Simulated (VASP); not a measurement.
AlN, 2 atoms in the cell. The structure is cubic, space group Fm-3m (No. 225). The conventional cell has a = 4.069 Å, b = 4.069 Å, c = 4.069 Å, α = 90.00°, β = 90.00°, γ = 90.00°. Al (site symmetry m-3m) has 6 N at 2.03 Å within 2.7 Å. N (site symmetry m-3m) has 6 Al at 2.03 Å within 2.7 Å. 

```yaml
Program: VASP 6.6.1
Task: relaxation of cell and atoms
Functional: PBEsol
Potentials_or_basis: VASP PAW PBE potentials, release 64 (Al, N)
Cutoff: 600 eV
k_mesh: 10 × 10 × 10
Occupations: gaussian, width 0.02 eV
Spin: no spin polarisation
Dipole_correction: no
Further_INCAR_settings: ALGO = Normal; EDIFF = 1e-07; IBRION = 2; EDIFFG = -0.005; NSW = 100; ISIF = 3
```

Potentials or basis: VASP PAW PBE potentials, release 64 (Al, N).

The run is started by

```bash
$ cat potpaw_PBE.64/Al/POTCAR potpaw_PBE.64/N/POTCAR > POTCAR
$ mpirun -np 1 vasp_std > vasp.out
```

Hardware: 1 thread of Intel Xeon 6975P-C (shared host).

Question: Estimate the wall time of this run.

Answer: Run time: 12 s on 1 thread of Intel Xeon 6975P-C, on a shared host, peak memory 0.14 GiB. Counts: scf iterations 27, k points 47, ion steps 3.
